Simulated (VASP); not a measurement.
Crystal: Hf.

```
CELL_PARAMETERS angstrom
4.96233 0.00000 0.00000
-2.48116 4.29750 0.00000
0.00000 0.00000 3.08623
ATOMIC_POSITIONS crystal
Hf 0.00000 0.00000 0.00000
Hf 0.33333 0.66667 0.50000
Hf 0.66667 0.33333 0.50000
```

Base run:

- Program: VASP 6.6.1
- Functional: PBEsol
- Potentials or basis: VASP PAW PBE potentials, release 64 (Hf_pv)
- Cutoff: 520 eV
- k mesh: 6 × 6 × 9
- Occupations: fermi-dirac, width 0.05 eV
- Spin: no spin polarisation

Its results: band gap on the k mesh zero (band 15 reaches 4.99 eV, above the bottom of band 16 at 4.11 eV); pressure -3.1 GPa.

Task: After a change of settings the same cell gave: band gap on the k mesh zero (band 15 reaches 4.99 eV, above the bottom of band 16 at 4.11 eV); pressure -6.9 GPa. Which change was it?
A. dispersion from none to D3(BJ)
B. functional from PBEsol to r2SCAN; further incar settings from ALGO = Normal; EDIFF = 1e-06; NBANDS = 22 to ALGO = Normal; EDIFF = 1e-07; NBANDS = 22
C. cutoff from 520 eV to 500 eV; k mesh from 6 × 6 × 9 to 4 × 4 × 7
D. functional from PBEsol to PBE; further incar settings from ALGO = Normal; EDIFF = 1e-06; NBANDS = 22 to ALGO = Fast; EDIFF = 1e-07; NBANDS = 22

Result: A.

Dispersion adds attraction, which lowers the pressure at fixed volume and, as a term added to the energy, leaves the levels alone.

Caveats: the PAW data sets were made with another functional, which shifts forces and pressure a little; spin-orbit coupling is left out, which moves the levels of the heavy elements; three body term missing (some runs); pairwise dispersion overbinds metals, which lowers pressure and volume (some runs).
